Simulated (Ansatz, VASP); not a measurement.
**One calculation of Al3Cu, two programs**

The input INCAR:

```
SYSTEM = Al3Cu
  ALGO = Normal
  EDIFF = 1E-6
  ENCUT = 520
  GGA = PS
  ISIF = 2
  ISMEAR = 0
  LASPH = .TRUE.
  LCHARG = .FALSE.
  LREAL = .FALSE.
  LWAVE = .FALSE.
  NBANDS = 18
  NELM = 60
  PREC = Accurate
  SIGMA = 0.1
```

File KPOINTS:

```
k-points
0
G
  12 12 12
  0 0 0
```

File POSCAR:

```
Al3Cu
1.0
    4.0081278314      0.0000000000      0.0000000000
    0.0000000000      4.0081278314      0.0000000000
    0.0000000000      0.0000000000      4.0081278314
Al Cu
3 1
Direct
    0.0000000000      0.5000000000      0.5000000000
    0.5000000000      0.0000000000      0.5000000000
    0.5000000000      0.5000000000      0.0000000000
    0.0000000000      0.0000000000      0.0000000000
```

Input for Ansatz:

```yaml
crystal:
  lattice:
    - [4.0081278314, 0.0, 0.0]
    - [0.0, 4.0081278314, 0.0]
    - [0.0, 0.0, 4.0081278314]
  atoms:
    - { symbol: Al, position: [0.0, 0.5, 0.5] }
    - { symbol: Al, position: [0.5, 0.0, 0.5] }
    - { symbol: Al, position: [0.5, 0.5, 0.0] }
    - { symbol: Cu, position: [0.0, 0.0, 0.0] }
basis:
  ecutwfc: 420
kpoints:
  mp_grid: { grid: [12, 12, 12] }
hamiltonian:
  xc: pbesol
scf:
  occupations: { method: gaussian, width: 0.1 }
output:
  forces: true
  stress: true
  eigenvalues: true
  write_density: true
  write_potential: true
  elf: true
  volumetric_format: npy
```

Alike in both runs: task single point; functional PBEsol; k mesh 12 × 12 × 12; occupations gaussian, width 0.1 eV; no spin polarisation.

|  | VASP | Ansatz |
| --- | --- | --- |
| version | VASP 6.6.1 | Ansatz 0.2.0 |
| potentials or method | VASP PAW PBE potentials, release 64 (Al, Cu), cutoff 520 eV | scalar-relativistic, plane waves, PAW |
| valence electrons in the cell | 20 | 28 |

|  | VASP | Ansatz | Ansatz less VASP |
| --- | --- | --- | --- |
| gap on the k mesh at the Fermi level (eV) | none | none | - |
| pressure (GPa) | -7.2 | -7.3 | -0.17 |

VASP's potentials were made for PBE, not for PBEsol. A gap of «none» marks a metal or a gap that the smearing closes. The functional is the same, so the differences come from potentials, cutoffs and numerics. VASP's potentials hold 20 valence electrons a cell and Ansatz's 28, so a difference there can come from the potentials and not from the codes.
